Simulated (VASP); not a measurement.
A run of VASP 6.6.1 is set up as follows.

Contents of INCAR:

```
SYSTEM = PdPt
  PREC = Accurate
  ENCUT = 520
  EDIFF = 1E-8
  ISMEAR = -1
  SIGMA = 0.05
  LREAL = .False.
  LASPH = .True.
  NELM = 60
  ALGO = Normal
  ISIF = 2
  LWAVE = .False.
  LCHARG = .False.
  GGA = CA
  LEFG = .True.
  NBANDS = 17
```

File KPOINTS:

```
regular mesh
0
Gamma
  15 15 15
  0 0 0
```

File POSCAR:

```
PdPt
1.0
    1.3841154119      0.7991194057      4.5556623728
   -1.3841154119      0.7991194057      4.5556623728
    0.0000000000     -1.5982388113      4.5556623728
Pd Pt
1 1
Direct
    0.0000000000      0.0000000000      0.0000000000
    0.5000000000      0.5000000000      0.5000000000
```

Potentials or basis: VASP PAW LDA potentials, release 64 (Pd, Pt).

Run with:

```console
$ cat potpaw_LDA.64/Pd/POTCAR potpaw_LDA.64/Pt/POTCAR > POTCAR
$ mpirun -np 1 vasp_std > vasp.out
```

(1) Predict the pressure.

(2) Estimate the band gap on the k mesh.

Answers

(1) -10.7 GPa.

(2) zero (bands 10 and 11 overlap by 1.48 eV).

Caveat: the cell stands under tension; without QUAD_EFG the Cq values of the log hold for a quadrupole moment of 1 mb, not for the nuclei; spin-orbit coupling is left out, which moves the levels of the heavy elements.
